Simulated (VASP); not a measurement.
Input of a VASP 6.6.1 run:

INCAR

```
SYSTEM = MgO
ALGO     = Normal         ! electronic algorithm
EDIFF    = 1E-6           ! SCF threshold, eV
EDIFFG   = -0.01          ! ionic threshold
ENCUT    = 600            ! plane-wave cutoff, eV
GGA      = PE             ! functional
IBRION   = 2              ! ionic algorithm
ISIF     = 3              ! what is computed and relaxed
ISMEAR   = 0              ! smearing method
LASPH    = .True.         ! aspherical terms in the spheres
LCHARG   = .False.        ! write CHGCAR
LREAL    = .False.        ! projectors in reciprocal space
LWAVE    = .False.        ! write WAVECAR
NELM     = 80             ! most SCF steps
NSW      = 100            ! ionic steps
PREC     = Accurate       ! precision mode
SIGMA    = 0.02           ! smearing width, eV
```

KPOINTS

```
k-points
0
Gamma
  6 6 8
  0 0 0
```

Contents of POSCAR:

```
MgO
1.0
    4.6567175106      0.0000000000      0.0000000000
    0.0000000000      4.6567175106      0.0000000000
    0.0000000000      0.0000000000      3.6032364820
Mg O
1 1
Direct
    0.5000000000      0.5000000000      0.0000000000
    0.5000000000      0.5000000000      0.5000000000
```

Potentials or basis: VASP PAW PBE potentials, release 64 (Mg, O).

The run is started by

```bash
$ cat potpaw_PBE.64/Mg/POTCAR potpaw_PBE.64/O/POTCAR > POTCAR
$ mpirun -np 1 vasp_std > vasp.out
```

(1) What does it give for the band gap on the k mesh?

(2) Predict the space group after relaxing (to 0.05 Å).

(3) Estimate the relaxed volume.

(4) Predict the relaxed cell.

Answers

(1) 2.30 eV, indirect (least direct gap 2.54 eV).

(2) P4/mmm (No. 123).

(3) 48.03 Å³/atom.

(4) a = 5.161 Å, b = 5.161 Å, c = 3.607 Å, α = 90.00°, β = 90.00°, γ = 90.00°.

Caveat: the volume moved by over 15 % at a fixed basis, so the end points are rough.
